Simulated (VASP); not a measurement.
A run of VASP 6.6.1 is set up as follows.

Contents of INCAR:

```
  PREC = Accurate
  ENCUT = 520
  EDIFF = 1E-6
  ISMEAR = 0
  SIGMA = 0.05
  LREAL = False
  LASPH = True
  NELM = 100
  ALGO = Normal
  ISIF = 2
  LWAVE = False
  LCHARG = False
  GGA = PS
  NBANDS = 31
```

Contents of KPOINTS:

```
regular mesh
0
Gamma
  6 8 4
```

POSCAR

```
Al3GaN4
1.0
    5.0109890925      0.0731550125     -0.0754933807
    0.0454034406      3.1530006671     -0.0650435038
   -0.0844306427     -0.1126337998      5.0334476435
Al Ga N
3 1 4
Direct
    0.5430403917      0.4493864715      0.1365980024
    0.0115997297      0.4799194392      0.8102019733
   -0.1126549470      0.0192692377      0.3022330434
    0.4804917208     -0.0059504840      0.6364617577
    0.1660883118     -0.0518225694      0.6741064240
    0.1875504406      0.6698241384      0.1573454849
    0.5726720690      0.4248803539      0.9006119140
    0.6348112834      0.0144934127      0.3824424001
```

Potentials or basis: VASP PAW PBE potentials, release 64 (Al, Ga_d, N).

The run is started by

```bash
$ cat potpaw_PBE.64/Al/POTCAR potpaw_PBE.64/Ga_d/POTCAR potpaw_PBE.64/N/POTCAR > POTCAR
$ mpirun -np 1 vasp_std > vasp.out
```

Predict the pressure.

102.5 GPa.

Predict the largest force.

60.149 eV/Å.

What does it give for the band gap on the k mesh?

0.25 eV (least direct gap 0.32 eV).

Stress tensor (GPa, compression positive):
```
108.64   2.69 -66.85
  2.69   4.09   4.86
-66.85   4.86 194.77
```

Caveat: the cell differs from its parent crystal (atoms moved at random and the cell strained at random); atoms lie so close that the PAW spheres overlap strongly, which falsifies energies and pressures; the stress differs along the axes, from 4 to 195 GPa; semilocal functionals underestimate gaps, and a narrow one can read as zero; the PAW data sets were made with another functional, which shifts forces and pressure a little. A k mesh can miss the band edges.
